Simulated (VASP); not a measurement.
# AlGaN2 (P-4m2) in VASP: further runs, part 2 of 2

VASP 6.6.1. The steps go on from the part before.

### 4 Single point, LDA (10.21 Å³/atom)

This run uses another cell than the first one, of 10.21 Å³/atom.

The input, INCAR:

```
ALGO = Normal ; EDIFF = 1E-6
ENCUT = 520 ; ISIF = 2
ISMEAR = 0 ; LASPH = T
LCHARG = T ; LELF = T
LREAL = F ; LVHAR = T
LWAVE = F ; NBANDS = 21
NELM = 60 ; PREC = Accurate
SIGMA = 0.05
```

The input, KPOINTS:

```
k-points
0
Gamma
  8 8 6
```

The input, POSCAR:

```
AlGaN2
1.0
    2.8923001885      0.0000000000      0.0000000000
    0.0000000000      2.8923001885      0.0000000000
    0.0000000000      0.0000000000      4.8824919482
Al Ga N
1 1 2
Direct
    0.5000000000      0.5000000000      0.5000000000
    0.0000000000      0.0000000000      0.0000000000
    0.5000000000      0.0000000000      0.7418601087
    0.0000000000      0.5000000000      0.2581398913
```

Potentials or basis: VASP PAW LDA potentials, release 64 (Al, Ga_d, N).

Command:

```bash
$ cat potpaw_LDA.64/Al/POTCAR potpaw_LDA.64/Ga_d/POTCAR potpaw_LDA.64/N/POTCAR > POTCAR
$ mpirun -np 1 vasp_std > vasp.out
```

OUTCAR:

```text
EDIFF = 1E-6
   ENCUT = 520
   ISIF = 2
   ISMEAR = 0
   LASPH = T
   LREAL = F
   NELM = 60
   PREC = Accurate

 ion  position               nearest neighbor table
   1  0.500  0.500  0.500-   3 1.87   4 1.87   3 1.87   4 1.87
   2  0.000  0.000  0.000-   3 1.92   4 1.92   4 1.92   3 1.92
   3  0.500  0.000  0.742-   1 1.87   1 1.87   2 1.92   2 1.92
   4  0.000  0.500  0.258-   1 1.87   1 1.87   2 1.92   2 1.92

  LATTYP: Found a simple tetragonal cell.
 ALAT       =     2.8923001885
 C/A-ratio  =     1.6881000000

  Lattice vectors:

 A1 = (   2.8923001885,   0.0000000000,   0.0000000000)
 A2 = (   0.0000000000,   2.8923001885,   0.0000000000)
 A3 = (   0.0000000000,   0.0000000000,   4.8824919482)

Analysis of symmetry for initial positions (statically):
=====================================================================
 Subroutine PRICEL returns:
 Original cell was already a primitive cell.

 Routine SETGRP: Setting up the symmetry group for a
 simple tetragonal supercell.

 Subroutine GETGRP returns: Found  8 space group operations
 (whereof  8 operations were pure point group operations)
 out of a pool of 16 trial point group operations.

The static configuration has the point symmetry D_2d.

Analysis of symmetry for dynamics (positions and initial velocities):
=====================================================================
 Subroutine PRICEL returns:
 Original cell was already a primitive cell.

 Routine SETGRP: Setting up the symmetry group for a
 simple tetragonal supercell.

 Subroutine GETGRP returns: Found  8 space group operations
 (whereof  8 operations were pure point group operations)
 out of a pool of 16 trial point group operations.

The dynamic configuration has the point symmetry D_2d.

 Subroutine INISYM returns: Found  8 space group operations
 (whereof  8 operations are pure point group operations),
 and found     1 'primitive' translations

----------------------------------------------------------------------------------------

                                     Primitive cell

  volume of cell :      40.8440

  direct lattice vectors                    reciprocal lattice vectors
     2.892300189  0.000000000  0.000000000     0.345745578  0.000000000  0.000000000
     0.000000000  2.892300189  0.000000000     0.000000000  0.345745578  0.000000000
     0.000000000  0.000000000  4.882491948     0.000000000  0.000000000  0.204813446

  length of vectors
     2.892300189  2.892300189  4.882491948     0.345745578  0.345745578  0.204813446

  position of ions in fractional coordinates (direct lattice)
     0.500000000  0.500000000  0.500000000
     0.000000000  0.000000000  0.000000000
     0.500000000  0.000000000  0.741860109
     0.000000000  0.500000000  0.258139891

  ion indices of the primitive-cell ions
   primitive index   ion index
                 1           1
                 2           2
                 3           3
                 4           4

----------------------------------------------------------------------------------------

 KPOINTS: k-points

Automatic generation of k-mesh.
 Grid dimensions read from file:
 generate k-points for:    8    8    6

 Generating k-lattice:

  Cartesian coordinates                     Fractional coordinates (reciprocal lattice)
     0.043218197  0.000000000  0.000000000     0.125000000  0.000000000  0.000000000
     0.000000000  0.043218197  0.000000000     0.000000000  0.125000000  0.000000000
     0.000000000  0.000000000  0.034135574     0.000000000  0.000000000  0.166666667

  Length of vectors
     0.043218197  0.043218197  0.034135574

  Shift w.r.t. Gamma in fractional coordinates (k-lattice)
     0.000000000  0.000000000  0.000000000

 Subroutine IBZKPT returns following result:
 ===========================================

 Found     60 irreducible k-points:

 Following reciprocal coordinates:
            Coordinates               Weight
  0.000000  0.000000  0.000000      1.000000
  0.125000  0.000000  0.000000      4.000000
  0.250000  0.000000  0.000000      4.000000
  0.375000  0.000000  0.000000      4.000000
  0.500000  0.000000  0.000000      2.000000
  0.125000  0.125000  0.000000      4.000000
[... 16 lines left out ...]
  0.375000  0.125000  0.166667     16.000000
  0.500000  0.125000  0.166667      8.000000
 [... further k-points ...]
   k-points           NKPTS =     60   k-points in BZ     NKDIM =     60   number of bands    NBANDS=     21
   number of dos      NEDOS =    301   number of ions     NIONS =      4
   total plane-waves  NPLWV =  20736
   dimension x,y,z NGX =    24 NGY =   24 NGZ =   36
   dimension x,y,z NGXF=    48 NGYF=   48 NGZF=   72
   ions per type =               1   1   2
   NGX,Y,Z   is equivalent  to a cutoff of  13.79, 13.79, 12.26 a.u.
   NGXF,Y,Z  is equivalent  to a cutoff of  27.59, 27.59, 24.52 a.u.
 SYSTEM =  unknown system
   PREC   = accura    normal or accurate (medium, high low for compatibility)
   ISTART =      0    job   : 0-new  1-cont  2-samecut
   ICHARG =      2    charge: 1-file 2-atom 10-const
   ISPIN  =      1    spin polarized calculation?
   LNONCOLLINEAR =      F non collinear calculations
   LSORBIT =      F    spin-orbit coupling
   LASPH  =      T    aspherical Exc in radial PAW
   ENCUT  =  520.0 eV  38.22 Ry    6.18 a.u.   5.38  5.38  9.08*2*pi/ulx,y,z
   NELM   =     60;   NELMIN=  2; NELMDL= -5     # of ELM steps
   EDIFF  = 0.1E-05   stopping-criterion for ELM
   LREAL  =      F    real-space projection
   EDIFFG = 0.1E-04   stopping-criterion for IOM
   NSW    =      0    number of steps for IOM
   IBRION =     -1    ionic relax: 0-MD 1-quasi-New 2-CG
   NFREE  =      0    steps in history (QN), initial steepest desc. (CG)
   ISIF   =      2    stress and relaxation
   ISYM   =      2    0-nonsym 1-usesym 2-fastsym
   POTIM  = 0.5000    time-step for ionic-motion
   TEBEG  =    0.0;   TEEND  =   0.0 temperature during run
   PSTRESS=    0.0 pullay stress
   NELECT =      26.0000    total number of electrons
   NUPDOWN=      -1.0000    fix difference up-down
   EMIN   =  10.00;   EMAX   =-10.00  energy-range for DOS
   EFERMI =   0.00;   METHOD = LEGACY
   ISMEAR =     0;   SIGMA  =   0.05  broadening in eV -4-tet -1-fermi 0-gaus
   EFERMI_NEDOS =   21; number of points for ismear=-14 and -15
   IALGO  =     38    algorithm
   IMIX   =      4    mixing-type and parameters
     AMIX     =   0.40;   BMIX     =  1.00
     AMIX_MAG =   1.60;   BMIX_MAG =  1.00
  volume/ion in A,a.u.               =      10.21        68.91
  Fermi-wavevector in a.u.,A,eV,Ry     =   1.408283  2.661269 26.983894  1.983260
  Thomas-Fermi vector in A             =   2.530456
   LORBIT       =      0    0 simple, 1 ext, 2 COOP (PROOUT), +10 PAW based schemes
   GGA     = CA    functional components
   LHFCALC =     F    Hartree Fock is set to
   AEXX    =    0.0000 exact exchange contribution
   IVDW    =     0    specifies the selected vdW correction
   LEPSILON=     F    determine dielectric tensor
   LRPA    =     F    only Hartree local field effects (RPA)
 non-spin polarized calculation
 Gauss-broadening in eV      SIGMA  =   0.05
  energy-cutoff  :      520.00
  volume of cell :       40.84
 maximum number of plane-waves:      1115
 NGX is ok and might be reduce to    24
   NGX = 11   NGY = 11   NGZ = 19

 number of electron      26.0000013 magnetization

 Free energy of the ion-electron system (eV)
  ---------------------------------------------------
  ext. energy  EPLUGINS =         0.00000000
  ---------------------------------------------------
  free energy    TOTEN  =       -29.76083773 eV

  energy without entropy =      -29.76083773  energy(sigma->0) =      -29.76083773

 E-fermi :   6.8553     XC(G=0): -12.0737

 val. band max:        6.5767121751   @ k =   0.2500   0.0000   0.0000
 cond. band min:       9.1707320774   @ k =   0.5000   0.5000   0.0000
 fundamental gap:      2.5940199023
 Fermi energy:         6.8553278696

 k-point     1 :       0.0000    0.0000    0.0000
  band No.  band energies     occupation
      1      -9.6998      2.00000
      2      -8.2207      2.00000
      3      -6.9922      2.00000
      4      -6.9864      2.00000
      5      -6.9864      2.00000
      6      -6.8229      2.00000
[... 13 lines left out ...]
     20      18.0388      0.00000
     21      21.4290      0.00000
[... 529 lines left out ...]
 k-point    24 :       0.5000    0.1250    0.1667
  band No.  band energies     occupation
      1      -8.3452      2.00000
      2      -8.0988      2.00000
      3      -7.0197      2.00000
      4      -6.9772      2.00000
      5      -6.9327      2.00000
      6      -6.0334      2.00000
[... 13 lines left out ...]
     20      19.1583      0.00000
     21      19.7146      0.00000

 [... further k-points ...]
[... 5 lines left out ...]
  --------------------------------------------------------------------------------------
  -------------------------------------------------------------------------------------
  Total        5.1857104      5.1857104     -4.2708157      0.0000000      0.0000000     -0.0000000
  in kB      203.4185580    203.4185580   -167.5302131      0.0000000      0.0000000     -0.0000000
  external PRESSURE =      79.7689676 kB  Pullay stress =       0.0000000 kB

 VOLUME and BASIS-vectors are now :
 -----------------------------------------------------------------------------
  energy-cutoff  :      520.00
  volume of cell :       40.84
      direct lattice vectors                 reciprocal lattice vectors
     2.892300189  0.000000000  0.000000000     0.345745578  0.000000000  0.000000000
     0.000000000  2.892300189  0.000000000     0.000000000  0.345745578  0.000000000
     0.000000000  0.000000000  4.882491948     0.000000000  0.000000000  0.204813446

 POSITION                                       TOTAL-FORCE (eV/Angst)
 -----------------------------------------------------------------------------------
      1.44615      1.44615      2.44125         0.000000     -0.000000      0.000000
      0.00000      0.00000      0.00000         0.000000      0.000000      0.000000
      1.44615      0.00000      3.62213        -0.000000      0.000000     -0.038997
      0.00000      1.44615      1.26037         0.000000      0.000000      0.038997
 -----------------------------------------------------------------------------------
    total drift:                                0.000000      0.000000      0.000000

  FREE ENERGIE OF THE ION-ELECTRON SYSTEM (eV)
  ---------------------------------------------------
  free  energy   TOTEN  =       -29.7608377287 eV

  energy  without entropy=      -29.7608377287  energy(sigma->0) =      -29.76083773
```

OSZICAR:

```text
N       E                     dE             d eps       ncg     rms          rms(c)
DAV:   1     0.167147547879E+03    0.16715E+03   -0.13025E+04  2809   0.187E+03
DAV:   2    -0.152468577312E+02   -0.18239E+03   -0.16945E+03  2707   0.405E+02
DAV:   3    -0.342561967065E+02   -0.19009E+02   -0.18786E+02  2980   0.104E+02
DAV:   4    -0.347012028139E+02   -0.44501E+00   -0.44440E+00  3037   0.167E+01
DAV:   5    -0.347091559339E+02   -0.79531E-02   -0.79526E-02  3022   0.222E+00    0.119E+01
DAV:   6    -0.298390261306E+02    0.48701E+01   -0.14558E+01  3933   0.560E+01    0.392E+00
DAV:   7    -0.298258196579E+02    0.13206E-01   -0.10928E+00  2730   0.780E+00    0.269E+00
DAV:   8    -0.297742972065E+02    0.51522E-01   -0.19912E-01  3206   0.450E+00    0.967E-01
DAV:   9    -0.297606915554E+02    0.13606E-01   -0.40662E-02  3476   0.299E+00    0.317E-01
DAV:  10    -0.297608776365E+02   -0.18608E-03   -0.58646E-03  2952   0.551E-01    0.976E-02
DAV:  11    -0.297608453004E+02    0.32336E-04   -0.19633E-04  3309   0.145E-01    0.338E-02
DAV:  12    -0.297608373473E+02    0.79531E-05   -0.41659E-05  3512   0.886E-02    0.910E-03
DAV:  13    -0.297608377287E+02   -0.38142E-06   -0.24401E-06  2557   0.111E-02
   1 F= -.29760838E+02 E0= -.29760838E+02  d E =-.101695E-16
```

stdout:

```text
POSCAR found type information on POSCAR AlGaN
 POSCAR found :  3 types and       4 ions
 scaLAPACK will be used
 LDA part: xc-table for (Slater(with rela. corr.)+CA(PZ))
 , standard interpolation
 POSCAR, INCAR and KPOINTS ok, starting setup
 FFT: planning ... GRIDC
 FFT: planning ... GRID_SOFT
 FFT: planning ... GRID
 WAVECAR not read
 entering main loop
```

It took 46 s on 1 thread of Intel Xeon 8259CL, shared host; peak memory 0.17 GiB.

Results:

* Free energy: -29.7608 eV
* Pressure: 8.0 GPa
* Largest force: 0.039 eV/Å
* Band gap on the k mesh: 2.59 eV (least direct gap 2.79 eV)

Forces in eV/Å, atoms in the order of the input:
```
Al   0.000  0.000  0.000
Ga   0.000  0.000  0.000
N    0.000  0.000 -0.039
N    0.000  0.000  0.039
```

Stress tensor (GPa, compression positive):
```
 20.34   0.00   0.00
  0.00  20.34   0.00
  0.00   0.00 -16.75
```

Caveat: the cell stands under pressure.

### 5 Single point, LDA (10.21 Å³/atom)

This run uses another cell than the first one, of 10.21 Å³/atom.

The input, INCAR:

```
SYSTEM = AlGaN2
PREC = Accurate
ENCUT = 520
EDIFF = 1E-6
ISMEAR = 0
SIGMA = 0.05
LREAL = .FALSE.
LASPH = .TRUE.
NELM = 80
ALGO = Normal
ISIF = 2
LWAVE = .FALSE.
LCHARG = .TRUE.
GGA = CA
LELF = .TRUE.
LVHAR = .TRUE.
NBANDS = 21
```

The input, KPOINTS:

```
Automatic mesh
0
G
  8 8 6
  0 0 0
```

The input, POSCAR:

```
AlGaN2
1.0
    3.0731505336      0.0000000000      0.0000000000
    0.0000000000      3.0731505336      0.0000000000
    0.0000000000      0.0000000000      4.3247459381
Al Ga N
1 1 2
Direct
    0.5000000000      0.5000000000      0.5000000000
    0.0000000000      0.0000000000      0.0000000000
    0.5000000000      0.0000000000      0.7400045181
    0.0000000000      0.5000000000      0.2599954819
```

Potentials or basis: VASP PAW LDA potentials, release 64 (Al, Ga_d, N).

Command:

```bash
$ cat potpaw_LDA.64/Al/POTCAR potpaw_LDA.64/Ga_d/POTCAR potpaw_LDA.64/N/POTCAR > POTCAR
$ mpirun -np 1 vasp_std > vasp.out
```

OUTCAR:

```text
SYSTEM = AlGaN2
   PREC = Accurate
   ENCUT = 520
   EDIFF = 1E-6
   ISMEAR = 0
   LREAL = .FALSE.
   LASPH = .TRUE.
   NELM = 80
   ISIF = 2
   GGA = CA

 ion  position               nearest neighbor table
   1  0.500  0.500  0.500-   3 1.85   4 1.85   3 1.85   4 1.85   2 3.07   2 3.07   2 3.07   2 3.07
                             2 3.07   2 3.07   2 3.07   2 3.07
   2  0.000  0.000  0.000-   3 1.90   4 1.90   4 1.90   3 1.90   1 3.07   1 3.07   1 3.07   1 3.07
                             1 3.07   1 3.07   1 3.07   1 3.07
   3  0.500  0.000  0.740-   1 1.85   1 1.85   2 1.90   2 1.90
   4  0.000  0.500  0.260-   1 1.85   1 1.85   2 1.90   2 1.90

[... 779 lines left out ...]
  -------------------------------------------------------------------------------------
  Total        2.6164935      2.6164935      2.5919411      0.0000000      0.0000000     -0.0000000
  in kB      102.6365321    102.6365321    101.6734230      0.0000000      0.0000000     -0.0000000
  external PRESSURE =     102.3154957 kB  Pullay stress =       0.0000000 kB

 VOLUME and BASIS-vectors are now :
 -----------------------------------------------------------------------------
  energy-cutoff  :      520.00
  volume of cell :       40.84
      direct lattice vectors                 reciprocal lattice vectors
     3.073150534  0.000000000  0.000000000     0.325398964  0.000000000  0.000000000
     0.000000000  3.073150534  0.000000000     0.000000000  0.325398964  0.000000000
     0.000000000  0.000000000  4.324745938     0.000000000  0.000000000  0.231227456

 POSITION                                       TOTAL-FORCE (eV/Angst)
 -----------------------------------------------------------------------------------
      1.53658      1.53658      2.16237         0.000000     -0.000000      0.000000
      0.00000      0.00000      0.00000         0.000000      0.000000      0.000000
      1.53658      0.00000      3.20033        -0.000000      0.000000     -0.042338
      0.00000      1.53658      1.12441         0.000000      0.000000      0.042338
 -----------------------------------------------------------------------------------
    total drift:                                0.000000      0.000000     -0.000000

  FREE ENERGIE OF THE ION-ELECTRON SYSTEM (eV)
  ---------------------------------------------------
  free  energy   TOTEN  =       -30.2568795580 eV

  energy  without entropy=      -30.2568795580  energy(sigma->0) =      -30.25687956
```

stdout:

```text
POSCAR found type information on POSCAR AlGaN
 POSCAR found :  3 types and       4 ions
 scaLAPACK will be used
 LDA part: xc-table for (Slater(with rela. corr.)+CA(PZ))
 , standard interpolation
 POSCAR, INCAR and KPOINTS ok, starting setup
 FFT: planning ... GRIDC
 FFT: planning ... GRID_SOFT
 FFT: planning ... GRID
 WAVECAR not read
 entering main loop
```

Wall time 39 s (1 thread of Intel Xeon 8259CL, shared host); peak memory 0.17 GiB.

Results:

```yaml
Free_energy: -30.2569 eV
Pressure: 10.2 GPa
Largest_force: 0.042 eV/Å
Band_gap_on_the_k_mesh: 3.26 eV (least direct gap 3.37 eV)
```

Forces on the atoms (eV/Å):
```
Al   0.000  0.000  0.000
Ga   0.000  0.000  0.000
N    0.000  0.000 -0.042
N    0.000  0.000  0.042
```

Caveat: the cell stands under pressure. A k mesh can miss the band edges.

### 6 Single point, LDA (10.21 Å³/atom)

This run uses another cell than the first one, of 10.21 Å³/atom.

The input, INCAR:

```
  PREC = Accurate
  ENCUT = 520
  EDIFF = 1E-6
  ISMEAR = 0
  SIGMA = 0.05
  LREAL = F
  LASPH = T
  NELM = 80
  ALGO = Normal
  ISIF = 2
  LWAVE = F
  LCHARG = F
  GGA = CA
  NBANDS = 21
```

The input, KPOINTS:

```
Automatic mesh
0
Gamma
  8 8 6
```

The input, POSCAR:

```
AlGaN2
1.0
    3.1677651707      0.0000000000      0.0000000000
    0.0000000000      3.1677651707      0.0000000000
    0.0000000000      0.0000000000      4.0702614678
Al Ga N
1 1 2
Direct
    0.5000000000      0.5000000000      0.5000000000
    0.0000000000      0.0000000000      0.0000000000
    0.5000000000      0.0000000000      0.7382864681
    0.0000000000      0.5000000000      0.2617135319
```

Potentials or basis: VASP PAW LDA potentials, release 64 (Al, Ga_d, N).

Command:

```bash
$ cat potpaw_LDA.64/Al/POTCAR potpaw_LDA.64/Ga_d/POTCAR potpaw_LDA.64/N/POTCAR > POTCAR
$ mpirun -np 1 vasp_std > vasp.out
```

It took 42 s on 1 thread of Intel Xeon 8259CL, shared host; peak memory 0.17 GiB.

The run converged. Its results:

```
Free energy            : -30.1867 eV
Pressure               : 9.2 GPa
Largest force          : 0.030 eV/Å
Band gap on the k mesh : 3.35 eV
```

Forces in eV/Å, atoms in the order of the input:
```
Al   0.000  0.000  0.000
Ga   0.000  0.000  0.000
N    0.000  0.000 -0.030
N    0.000  0.000  0.030
```

Stress tensor (GPa, compression positive):
```
 6.41  0.00  0.00
 0.00  6.41  0.00
 0.00  0.00 14.86
```

Levels at points of the mesh, in eV from the valence-band top:
```csv
k point,band 11,band 12,band 13,band 14,band 15,band 16
"(0.00, 0.00, 0.00)",-0.04,-0.04,0.00,3.35,3.40,6.84
"(0.50, 0.00, 0.00)",-2.54,-1.35,-1.12,7.07,7.40,7.64
"(0.50, 0.50, 0.00)",-2.11,-2.08,-2.07,3.55,3.55,7.26
"(0.00, 0.00, 0.50)",-1.94,-1.31,-1.31,5.72,6.05,7.98
"(0.50, 0.00, 0.50)",-0.90,-0.63,-0.18,5.52,6.74,9.52
"(0.50, 0.50, 0.50)",-3.51,-3.51,-3.46,6.97,6.97,9.54
```

Caveat: the cell stands under pressure.

### 7 Summary

```csv
cell,gap on the mesh (eV),pressure (GPa),largest force (eV/Å)
"a = 2.939, b = 2.939, c = 4.530 Å, 4 atoms, atomic positions A",2.94,21.1,0.04
"a = 3.265, b = 3.265, c = 3.831 Å, 4 atoms, atomic positions B",3.12,6.6,0.03
"a = 2.892, b = 2.892, c = 4.882 Å, 4 atoms, atomic positions A",2.59,8.0,0.04
"a = 3.073, b = 3.073, c = 4.325 Å, 4 atoms, atomic positions A",3.26,10.2,0.04
"a = 3.168, b = 3.168, c = 4.070 Å, 4 atoms, atomic positions B",3.35,9.2,0.03
```

Alike in all rows: task single point; level LDA; potentials or basis VASP PAW LDA potentials, release 64 (Al, Ga_d, N); no spin polarisation; k mesh 8 × 8 × 6; cutoff (eV) 520; smearing gaussian 0.05 eV.

Caveats: the cell stands under pressure.

Total energies depend on the potentials used, so only differences within one code and one set of settings carry meaning.
